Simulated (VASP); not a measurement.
# O (C2/m) in VASP: further runs

Runs on O. Level: PBEsol. Tasks: single point.

Everything below comes from runs of VASP 6.6.1. Logs are shortened: lines on timing, memory, paths and dates and some standing lists are left out, and cuts for length are marked.

### Step 1. The cell of the first run

Symmetry: C2/m, No. 12, monoclinic system. The conventional cell has a = 4.335 Å, b = 2.503 Å, c = 4.055 Å, α = 90.00°, β = 90.00°, γ = 90.00°. O (site symmetry m) has 12 O at 2.34 to 2.62 Å within 3.1 Å.

### Step 2. Single point, PBEsol (shortest bond scaled by 0.94)

INCAR reads:

```
SYSTEM = O
ALGO = Normal
EDIFF = 1E-6
ENCUT = 520
GGA = PS
ISIF = 2
ISMEAR = -1
LASPH = .TRUE.
LCHARG = .FALSE.
LREAL = .FALSE.
LWAVE = .FALSE.
NBANDS = 13
NELM = 60
PREC = Accurate
SIGMA = 0.05
```

KPOINTS reads:

```
k-points
0
G
  14 14 8
  0 0 0
```

POSCAR reads:

```
O
1.0
    2.5029894065      0.0000000000      0.0000000000
   -1.2514947032      2.1676524114      0.0000000000
    0.0000000000      0.0000000000      4.0548428385
O
2
Direct
    0.3133333333      0.6566666667      0.2350000000
    0.6866666667      0.3433333333      0.7650000000
```

Potentials or basis: VASP PAW PBE potentials, release 64 (O).

Launch:

```bash
$ cat potpaw_PBE.64/O/POTCAR > POTCAR
$ mpirun -np 1 vasp_std > vasp.out
```

OUTCAR:

```text
SYSTEM = O
   EDIFF = 1E-6
   ENCUT = 520
   GGA = PS
   ISIF = 2
   ISMEAR = -1
   LASPH = .TRUE.
   LREAL = .FALSE.
   NELM = 60
   PREC = Accurate

 ion  position               nearest neighbor table
   1  0.313  0.657  0.235-
   2  0.687  0.343  0.765-

  LATTYP: Found a hexagonal cell.
 ALAT       =     2.5029894065
 C/A-ratio  =     1.6200000000

  Lattice vectors:

 A1 = (   2.5029894065,   0.0000000000,   0.0000000000)
 A2 = (  -1.2514947032,   2.1676524114,   0.0000000000)
 A3 = (   0.0000000000,   0.0000000000,   4.0548428385)

Analysis of symmetry for initial positions (statically):
=====================================================================
 Subroutine PRICEL returns:
 Original cell was already a primitive cell.

 Routine SETGRP: Setting up the symmetry group for a
 hexagonal supercell.

 Subroutine GETGRP returns: Found  4 space group operations
 (whereof  4 operations were pure point group operations)
 out of a pool of 24 trial point group operations.

The static configuration has the point symmetry C_2h.

Analysis of symmetry for dynamics (positions and initial velocities):
=====================================================================
 Subroutine PRICEL returns:
 Original cell was already a primitive cell.

 Routine SETGRP: Setting up the symmetry group for a
 hexagonal supercell.

 Subroutine GETGRP returns: Found  4 space group operations
 (whereof  4 operations were pure point group operations)
 out of a pool of 24 trial point group operations.

The dynamic configuration has the point symmetry C_2h.

 Subroutine INISYM returns: Found  4 space group operations
 (whereof  4 operations are pure point group operations),
 and found     1 'primitive' translations

----------------------------------------------------------------------------------------

                                     Primitive cell

  volume of cell :      22.0000

  direct lattice vectors                    reciprocal lattice vectors
     2.502989406  0.000000000  0.000000000     0.399522266  0.230664288  0.000000000
    -1.251494703  2.167652411  0.000000000     0.000000000  0.461328576  0.000000000
     0.000000000  0.000000000  4.054842838     0.000000000  0.000000000  0.246618683

  length of vectors
     2.502989406  2.502989406  4.054842838     0.461328576  0.461328576  0.246618683

  position of ions in fractional coordinates (direct lattice)
     0.313333333  0.656666667  0.235000000
     0.686666667  0.343333333  0.765000000

  ion indices of the primitive-cell ions
[... 84 lines left out ...]
   TEBEG  =    0.0;   TEEND  =   0.0 temperature during run
   PSTRESS=    0.0 pullay stress
   NELECT =      12.0000    total number of electrons
   NUPDOWN=      -1.0000    fix difference up-down
   EMIN   =  10.00;   EMAX   =-10.00  energy-range for DOS
   EFERMI =   0.00;   METHOD = LEGACY
   ISMEAR =    -1;   SIGMA  =   0.05  broadening in eV -4-tet -1-fermi 0-gaus
   EFERMI_NEDOS =   21; number of points for ismear=-14 and -15
   IALGO  =     38    algorithm
   IMIX   =      4    mixing-type and parameters
     AMIX     =   0.40;   BMIX     =  1.00
     AMIX_MAG =   1.60;   BMIX_MAG =  1.00
  volume/ion in A,a.u.               =      11.00        74.23
  Fermi-wavevector in a.u.,A,eV,Ry     =   1.337604  2.527706 24.343347  1.789186
  Thomas-Fermi vector in A             =   2.466140
   LORBIT       =      0    0 simple, 1 ext, 2 COOP (PROOUT), +10 PAW based schemes
   GGA     = PS    functional components
   LHFCALC =     F    Hartree Fock is set to
   AEXX    =    0.0000 exact exchange contribution
   IVDW    =     0    specifies the selected vdW correction
   LEPSILON=     F    determine dielectric tensor
   LRPA    =     F    only Hartree local field effects (RPA)
 non-spin polarized calculation
  energy-cutoff  :      520.00
  volume of cell :       22.00
 maximum number of plane-waves:       606
   NGX =  9   NGY =  9   NGZ = 15

 number of electron      11.9999994 magnetization

 Free energy of the ion-electron system (eV)
  ---------------------------------------------------
  ext. energy  EPLUGINS =         0.00000000
  ---------------------------------------------------
  free energy    TOTEN  =        -4.55877771 eV

  energy without entropy =       -4.52847406  energy(sigma->0) =       -4.54362588

 E-fermi :  -1.4190     XC(G=0): -10.6077

 val. band max:       -1.4209167599   @ k =   0.1429   0.0714   0.5000
 cond. band min:      -1.4174288104   @ k =   0.3571   0.0714   0.0000
 fundamental gap:      0.0034879495
 Fermi energy:        -1.4189779719

 k-point     1 :       0.0000    0.0000    0.0000
  band No.  band energies     occupation
      1     -19.8696      2.00000
      2     -17.3991      2.00000
      3      -5.8512      2.00000
      4      -0.9591      0.00020
      5      -0.8150      0.00001
      6      -0.3933      0.00000
      7      -0.3315      0.00000
      8      -0.2937      0.00000
      9      11.9000      0.00000
     10      16.7415      0.00000
     11      18.9961      0.00000
     12      27.3076      0.00000
     13      27.8057      0.00000
[... 354 lines left out ...]
  band No.  band energies     occupation
      1     -18.3787      2.00000
      2     -16.8240      2.00000
      3      -4.2626      2.00000
      4      -4.0028      2.00000
      5      -3.1728      2.00000
      6      -1.7860      1.99870
      7      -1.0206      0.00069
      8      -0.7841      0.00001
      9      14.9537      0.00000
     10      17.5802      0.00000
     11      19.0306      0.00000
     12      19.8348      0.00000
     13      23.6613      0.00000

 [... further k-points ...]

------------------------ aborting loop because EDIFF is reached ----------------------------------------

  FORCE on cell =-STRESS in cart. coord.  units (eV):
  Direction    XX          YY          ZZ          XY          YZ          ZX
  --------------------------------------------------------------------------------------
  -------------------------------------------------------------------------------------
  Total       -3.2267222     -3.1753832     -4.5378820     -0.0444608     -0.0647580     -0.1121642
  in kB     -234.9900491   -231.2512288   -330.4768946     -3.2379133     -4.7160849     -8.1684969
  external PRESSURE =    -265.5727242 kB  Pullay stress =       0.0000000 kB

 VOLUME and BASIS-vectors are now :
 -----------------------------------------------------------------------------
  energy-cutoff  :      520.00
  volume of cell :       22.00
      direct lattice vectors                 reciprocal lattice vectors
     2.502989406  0.000000000  0.000000000     0.399522266  0.230664288  0.000000000
    -1.251494703  2.167652411  0.000000000     0.000000000  0.461328576  0.000000000
     0.000000000  0.000000000  4.054842838     0.000000000  0.000000000  0.246618683

 POSITION                                       TOTAL-FORCE (eV/Angst)
 -----------------------------------------------------------------------------------
     -0.03754      1.42343      0.95289        -0.257939     -0.148921     -0.781709
      1.28904      0.74423      3.10195         0.257939      0.148921      0.781709
 -----------------------------------------------------------------------------------
    total drift:                                0.000000     -0.000000     -0.000000

  FREE ENERGIE OF THE ION-ELECTRON SYSTEM (eV)
  ---------------------------------------------------
  free  energy   TOTEN  =        -4.5587777060 eV

  energy  without entropy=       -4.5284740616  energy(sigma->0) =       -4.54362588
```

OSZICAR:

```text
N       E                     dE             d eps       ncg     rms          rms(c)
DAV:   1     0.388823732567E+02    0.38882E+02   -0.69942E+03 11554   0.874E+02
DAV:   2    -0.335475373204E+01   -0.42237E+02   -0.40896E+02 14001   0.178E+02
DAV:   3    -0.461948102340E+01   -0.12647E+01   -0.12465E+01 13629   0.278E+01
DAV:   4    -0.462332372115E+01   -0.38427E-02   -0.38423E-02 12719   0.181E+00
DAV:   5    -0.462333550602E+01   -0.11785E-04   -0.11785E-04 13879   0.910E-02    0.173E+00
DAV:   6    -0.456303265495E+01    0.60303E-01   -0.78092E-02 13179   0.255E+00    0.524E-01
DAV:   7    -0.455842432982E+01    0.46083E-02   -0.15609E-02 13724   0.115E+00    0.142E-01
DAV:   8    -0.455878156918E+01   -0.35724E-03   -0.18299E-04 12254   0.140E-01    0.199E-02
DAV:   9    -0.455877532527E+01    0.62439E-05   -0.66602E-06 13639   0.222E-02    0.690E-03
DAV:  10    -0.455877761116E+01   -0.22859E-05   -0.95233E-07  8822   0.973E-03    0.159E-03
DAV:  11    -0.455877770596E+01   -0.94795E-07   -0.10857E-07  6422   0.437E-03
   1 F= -.45587777E+01 E0= -.45436259E+01  d E =-.303036E-01
```

Run time: 39 s. Hardware: 1 thread of Intel Xeon 6975P-C (Granite Rapids), shared host; peak memory 0.2 GiB.

Results:

```
Free energy            : -4.5588 eV
Pressure               : -26.6 GPa
Largest force          : 0.837 eV/Å
Band gap on the k mesh : zero (bands 6 and 7 overlap by 1.94 eV)
```

Forces on the atoms (eV/Å):
```
O   -0.258 -0.149 -0.782
O    0.258  0.149  0.782
```

Stress tensor (GPa, compression positive):
```
-23.50  -0.32  -0.82
 -0.32 -23.13  -0.47
 -0.82  -0.47 -33.05
```

Caveat: the cell differs from its parent crystal (shortest bond scaled by 0.94); the stress differs along the axes, from -33 to -23 GPa; the PAW data sets were made with another functional, which shifts forces and pressure a little.

### Step 3. Single point, PBEsol (shortest bond scaled by 0.94)

INCAR reads:

```
  PREC = Accurate
  ENCUT = 520
  EDIFF = 1E-6
  ISMEAR = -1
  SIGMA = 0.05
  LREAL = F
  LASPH = T
  NELM = 60
  ALGO = Normal
  ISIF = 2
  LWAVE = F
  LCHARG = T
  GGA = PS
  LELF = T
  LVHAR = T
  NBANDS = 13
```

KPOINTS reads:

```
Automatic mesh
0
Gamma
  14 14 8
```

POSCAR is that of step 2.

Potentials or basis: VASP PAW PBE potentials, release 64 (O).

Launch:

```bash
$ cat potpaw_PBE.64/O/POTCAR > POTCAR
$ mpirun -np 1 vasp_std > vasp.out
```

Run time: 35 s. Hardware: 1 thread of Intel Xeon 6975P-C (Granite Rapids), shared host; peak memory 0.2 GiB.

Results (log left out):

```
Free energy            : -4.5588 eV
Pressure               : -26.6 GPa
Largest force          : 0.837 eV/Å
Band gap on the k mesh : zero (bands 6 and 7 overlap by 1.94 eV)
```

Forces on the atoms (eV/Å):
```
O   -0.258 -0.149 -0.782
O    0.258  0.149  0.782
```

Stress tensor (GPa, compression positive):
```
-23.50  -0.32  -0.82
 -0.32 -23.13  -0.47
 -0.82  -0.47 -33.05
```

Levels at points of the mesh, in eV from the Fermi level:
```
           k point  band 3  band 4  band 5  band 6  band 7  band 8  band 9  band 10
(0.00, 0.00, 0.00)   -4.43    0.46    0.60    1.03    1.09    1.13   13.32    18.16
(0.50, 0.00, 0.00)   -3.79   -2.84   -1.48   -0.57   -0.49    0.61   17.45    18.23
(0.00, 0.50, 0.00)   -3.96   -2.68   -1.82   -0.60   -0.03    0.60   17.35    17.79
(0.00, 0.00, 0.50)   -2.00   -1.41    0.68    0.74    0.89    0.90   15.27    16.33
(0.50, 0.00, 0.50)   -4.21   -4.02   -0.18   -0.02    0.06    0.17   16.86    16.96
(0.00, 0.50, 0.50)   -4.11   -3.88   -0.31   -0.11   -0.06    0.20   16.88    17.13
```

Caveat: the cell differs from its parent crystal (shortest bond scaled by 0.94); the stress differs along the axes, from -33 to -23 GPa; the PAW data sets were made with another functional, which shifts forces and pressure a little.
